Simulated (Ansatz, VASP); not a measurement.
## InPd in VASP and in Ansatz

INCAR

```
SYSTEM = InPd
ALGO     = Normal         ! electronic algorithm
EDIFF    = 1E-7           ! SCF threshold, eV
ENCUT    = 520            ! plane-wave cutoff, eV
GGA      = PS             ! functional
GGA_COMPAT= .False.      
ISIF     = 2              ! what is computed and relaxed
ISMEAR   = -1             ! smearing method
LASPH    = .True.         ! aspherical terms in the spheres
LCHARG   = .True.         ! write CHGCAR
LMAXMIX  = 4              ! l up to which the mixer works
LORBIT   = 11             ! projections on sites
LORBMOM  = .True.       
LREAL    = .False.        ! projectors in reciprocal space
LSORBIT  = .True.         ! spin-orbit coupling
LVHAR    = .True.       
LWAVE    = .False.        ! write WAVECAR
MAGMOM   = 0 0 0 0 0 0    ! initial moments
NBANDS   = 35             ! bands
NELM     = 150            ! most SCF steps
PREC     = Accurate       ! precision mode
SIGMA    = 0.05           ! smearing width, eV
```

KPOINTS

```
k-points
0
Gamma
  6 6 6
  0 0 0
```

POSCAR

```
InPd
1.0
    3.2718847800      0.0000000000      0.0000000000
    0.0000000000      3.2718847800      0.0000000000
    0.0000000000      0.0000000000      3.2718847800
In Pd
1 1
Direct
    0.0000000000      0.0000000000      0.0000000000
    0.5000000000      0.5000000000      0.5000000000
```

The input input.yaml:

```yaml
crystal:
  lattice:
    - [3.27188478, 0.0, 0.0]
    - [0.0, 3.27188478, 0.0]
    - [0.0, 0.0, 3.27188478]
  atoms:
    - { symbol: In, position: [0.0, 0.0, 0.0] }
    - { symbol: Pd, position: [0.5, 0.5, 0.5] }
kpoints:
  mp_grid: { grid: [6, 6, 6] }
  band_path:
    path:
      - [0.0, 0.0, 0.0]
      - [0.0, 0.5, 0.0]
      - [0.5, 0.5, 0.0]
      - [0.0, 0.0, 0.0]
      - [0.5, 0.5, 0.5]
      - [0.0, 0.5, 0.0]
    npoints: 6
scf:
  occupations: { method: fermi_dirac, width: 0.05 }
hamiltonian:
  xc: pbesol
  pseudopotentials: { kind: all_electron, lapw: { basis_error: 0.001 } }
magnetization:
  noncollinear: true
  spin_orbit: true
output:
  forces: true
  stress: true
  eigenvalues: true
```

Alike in both runs: functional PBEsol; k mesh 6 × 6 × 6; occupations fermi-dirac, width 0.05 eV; non-collinear spin, spin-orbit coupling.

|  | VASP | Ansatz |
| --- | --- | --- |
| version | VASP 6.6.1 | Ansatz 0.2.0 |
| potentials or method | VASP PAW PBE potentials, release 64 (In_d, Pd), cutoff 520 eV | all-electron LAPW, relativistic spinors |
| task | single point | band structure |

```tsv
	VASP	Ansatz	Ansatz less VASP
pressure (GPa)	-2.7	-2.8	-0.12
net moment per atom (μB)	0.00	0.00	0.000
```

VASP's potentials were made for PBE, not for PBEsol. Ansatz ran all-electron here, and VASP with PAW potentials.

Noted on Ansatz's run: the k mesh is thin for a metal, which can move the energy by tens of meV per atom.
